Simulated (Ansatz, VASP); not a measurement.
Bi in VASP and in Ansatz

INCAR

```
SYSTEM = Bi
ALGO = Normal
EDIFF = 1E-6
ENCUT = 520
GGA = PE
ISIF = 2
ISMEAR = 0
LASPH = .TRUE.
LCHARG = .TRUE.
LELF = .TRUE.
LREAL = .FALSE.
LVHAR = .TRUE.
LWAVE = .FALSE.
NBANDS = 22
NELM = 100
PREC = Accurate
SIGMA = 0.3
```

KPOINTS

```
k-points
0
G
  8 8 8
  0 0 0
```

The input POSCAR:

```
Bi
1.0
    2.2924582305      1.3235513765      4.0467531177
   -2.2924582305      1.3235513765      4.0467531177
    0.0000000000     -2.6471027530      4.0467531177
Bi
2
Direct
    0.2337113826      0.2337113826      0.2337113826
    0.7662886174      0.7662886174      0.7662886174
```

Input for Ansatz:

```yaml
crystal:
  lattice:
    - [2.2924582305, 1.3235513765, 4.0467531177]
    - [-2.2924582305, 1.3235513765, 4.0467531177]
    - [0.0, -2.647102753, 4.0467531177]
  atoms:
    - { symbol: Bi, position: [0.2337113826, 0.2337113826, 0.2337113826] }
    - { symbol: Bi, position: [0.7662886174, 0.7662886174, 0.7662886174] }
hamiltonian:
  xc: pbe
  pseudopotentials:
    kind: paw
    azcp:
      Bi: "pseudopotentials/Bi.paw.azcp"
basis:
  ecutwfc: 420
  fft_grid_basis: typed
kpoints:
  mp_grid: { grid: [8, 8, 8], shift: [0, 0, 0] }
magnetization:
  spin_polarized: false
scf:
  occupations: { method: gaussian, width: 0.3 }
  lower_state_search: "off"
output:
  stress: true
```

Alike in both runs: task single point; functional PBE; k mesh 8 × 8 × 8; occupations gaussian, width 0.3 eV; no spin polarisation.

|  | VASP | Ansatz |
| --- | --- | --- |
| version | VASP 6.6.1 | Ansatz 0.2.0 |
| potentials or method | VASP PAW PBE potentials, release 64 (Bi_d), cutoff 520 eV | plane waves (420 eV) with PAW, scalar-relativistic |
| valence electrons in the cell | 30 | 30 |

```tsv
	VASP	Ansatz	Ansatz less VASP
pressure (GPa)	0.0	0.0	+0.04
```

Neither program's run includes spin-orbit coupling.
